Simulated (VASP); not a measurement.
Set up this calculation in VASP 6.6.1, as the native input.

- Task: single point
- Functional: LDA
- Potentials or basis: VASP PAW LDA potentials, release 64 (Si, C)
- Cutoff: 520 eV
- k mesh: 15 × 15 × 15
- Occupations: fermi-dirac, width 0.05 eV
- Spin: no spin polarisation
- Dipole correction: no
- Further INCAR settings: ALGO = Normal; EDIFF = 1e-06; NBANDS = 11

The structure of SiC (rocksalt type) lies in POSCAR:

```
SiC
1.0
    0.0000000000      2.0036152552      2.0036152552
    2.0036152552      0.0000000000      2.0036152552
    2.0036152552      2.0036152552      0.0000000000
Si C
1 1
Direct
    0.0000000000      0.0000000000      0.0000000000
    0.5000000000      0.5000000000      0.5000000000
```

These files were run (other wordings do the same):

INCAR

```
SYSTEM = SiC
  PREC = Accurate
  ENCUT = 520
  EDIFF = 1E-6
  ISMEAR = -1
  SIGMA = 0.05
  LREAL = .FALSE.
  LASPH = .TRUE.
  NELM = 80
  ALGO = Normal
  ISIF = 2
  LWAVE = .FALSE.
  LCHARG = .FALSE.
  GGA = CA
  NBANDS = 11
```

KPOINTS

```
Automatic mesh
0
G
  15 15 15
  0 0 0
```

Potentials or basis: VASP PAW LDA potentials, release 64 (Si, C).

The run is started by

```sh
$ cat potpaw_LDA.64/Si/POTCAR potpaw_LDA.64/C/POTCAR > POTCAR
$ mpirun -np 1 vasp_std > vasp.out
```

It gave:

The pressure is 0.8 GPa and the band gap on the k mesh is zero (band 4 reaches 12.92 eV, above the bottom of band 5 at 12.19 eV).

Wall time 16 s on 1 thread of AMD EPYC 7R43 64-Core Processor (Zen 3) (shared host), peak memory 0.1 GiB.
